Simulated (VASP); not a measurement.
# Ti2O: relaxation of cell and atoms with PBEsol

Crystal: Ti2O.

```
Ti O
1.0
     2.88506    0.00000    0.00000
    -1.44253    2.49853    0.00000
     0.00000    0.00000    4.62618
Ti O
2 1
Cartesian
  1.4425 0.8328 1.2224
  0.0000 1.6657 3.4038
  0.0000 0.0000 0.0000
```

```yaml
Program: VASP 6.6.1
Task: relaxation of cell and atoms
Functional: PBEsol
Potentials_or_basis: VASP PAW PBE potentials, release 64 (Ti_sv, O)
Cutoff: 600 eV
k_mesh: 18 × 18 × 10
Occupations: gaussian, width 0.1 eV
Spin: no spin polarisation
Target_pressure: 15 GPa
Dipole_correction: no
Further_INCAR_settings: ALGO = Normal; EDIFF = 1e-07; IBRION = 2; EDIFFG = -0.008; NSW = 70; ISIF = 3
```

* Relaxed volume: 11.14 Å³/atom
* Relaxed cell: a = 2.883 Å, b = 2.883 Å, c = 4.641 Å, α = 90.00°, β = 90.00°, γ = 120.00°
* Space group after relaxing (to 0.05 Å): P-3m1 (No. 164)
* Energy change on relaxing (the enthalpy is what falls): -2.5 meV/atom
* Ionic steps: 6
* Pressure after relaxing: 15.0 GPa
* Band gap on the k mesh: zero (band 15 reaches 11.27 eV, above the bottom of band 16 at 10.49 eV)

Step by step:
| step | energy change (eV) | largest force (eV/Å) | pressure (GPa) | volume (Å³) |
| --- | --- | --- | --- | --- |
| 1 | 0.0000 | 0.1563 | 15.78 | 33.35 |
| 2 | -0.0251 | 0.0179 | 13.50 | 33.61 |
| 3 | -0.0151 | 0.0560 | 14.47 | 33.50 |
| 4 | -0.0066 | 0.0104 | 15.07 | 33.40 |
| 5 | -0.0067 | 0.0102 | 15.07 | 33.40 |
| 6 | -0.0074 | 0.0001 | 15.00 | 33.41 |

Final structure:
```
CELL_PARAMETERS angstrom
2.88318 0.00000 0.00000
-1.44159 2.49691 0.00000
0.00000 0.00000 4.64089
ATOMIC_POSITIONS crystal
Ti 0.66667 0.33333 0.26618
Ti 0.33333 0.66667 0.73382
O 0.00000 0.00000 0.00000
```

Levels at points of the mesh, in eV from the Fermi level:
```csv
k point,band 13,band 14,band 15,band 16,band 17,band 18
"(0.00, 0.00, 0.00)",-3.59,-0.07,0.20,0.60,0.60,1.20
"(0.50, 0.00, 0.00)",-2.93,-1.33,-0.40,1.37,1.96,3.19
"(0.00, 0.00, 0.50)",-1.77,-1.65,0.10,0.10,1.42,2.21
"(0.50, 0.00, 0.50)",-1.77,-1.28,-0.55,-0.27,1.13,3.00
```

Wall time 12 min on 1 thread of Oxide Virtual Turin-like Processor (shared host), peak memory 0.32 GiB.

Caveat: the cell is relaxed towards a set pressure, so the enthalpy falls and the energy may rise; the PAW data sets were made with another functional, which shifts forces and pressure a little.
